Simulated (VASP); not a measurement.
Write the native input for VASP 6.6.1 that does the following.

| Item | Value |
| --- | --- |
| Task | single point |
| Functional | r2SCAN |
| Potentials or basis | VASP PAW PBE potentials, release 64 (Sb) |
| Cutoff | 520 eV |
| k mesh | 18 × 18 × 10 |
| Occupations | gaussian, width 0.15 eV |
| Spin | no spin polarisation |
| Dipole correction | no |
| Further INCAR settings | ALGO = Normal; EDIFF = 1e-06; NBANDS = 12 |

Crystal: Sb.

```
Sb
1.0
     3.17035    0.00000    0.00000
    -1.58518    2.74560    0.00000
     0.00000    0.00000    6.01887
Sb
2
Direct
  0.33333 0.66667 0.25000
  0.66667 0.33333 0.75000
```

This cell differs from its parent crystal: ratio of the length along z to the lengths across it x 1.2, volume and fractional coordinates fixed.

The input as run:

POSCAR

```
Sb
1.0
    3.1703505502      0.0000000000      0.0000000000
   -1.5851752751      2.7456041154      0.0000000000
    0.0000000000      0.0000000000      6.0188664407
Sb
2
Direct
    0.3333333333      0.6666666667      0.2500000000
    0.6666666667      0.3333333333      0.7500000000
```

INCAR.step1

```
SYSTEM = Sb
  ALGO = Normal
  EDIFF = 1E-4
  ENCUT = 520
  GGA = PE
  ISMEAR = 0
  LASPH = .TRUE.
  LCHARG = .FALSE.
  LREAL = .FALSE.
  LWAVE = .TRUE.
  NBANDS = 12
  NELM = 100
  PREC = Accurate
  SIGMA = 0.15
```

INCAR.step2

```
SYSTEM = Sb
  ALGO = Normal
  EDIFF = 1E-6
  ENCUT = 520
  ISIF = 2
  ISMEAR = 0
  ISTART = 1
  LASPH = .TRUE.
  LCHARG = .FALSE.
  LMIXTAU = .TRUE.
  LREAL = .FALSE.
  LWAVE = .FALSE.
  METAGGA = R2SCAN
  NBANDS = 12
  NELM = 100
  PREC = Accurate
  SIGMA = 0.15
```

KPOINTS

```
k-points
0
G
  18 18 10
  0 0 0
```

Potentials or basis: VASP PAW PBE potentials, release 64 (Sb).

Command:

```bash
$ cat potpaw_PBE.64/Sb/POTCAR > POTCAR
$ cp INCAR.step1 INCAR
$ mpirun -np 1 vasp_std > vasp.out
$ cp INCAR.step2 INCAR
$ mpirun -np 1 vasp_std > vasp.out
```

Results of the run:

| Quantity | Value |
| --- | --- |
| Pressure | 4.4 GPa |
| Band gap on the k mesh | zero (band 5 reaches 15.26 eV, above the bottom of band 6 at 5.13 eV) |

Caveat: the PAW data sets were made with another functional, which shifts forces and pressure a little; spin-orbit coupling is left out, which moves the levels of the heavy elements.

Run time: 2.8 min on 1 thread of Intel(R) Xeon(R) Platinum 8375C CPU @ 2.90GHz (Ice Lake), with other jobs on the host, peak memory 0.26 GiB.
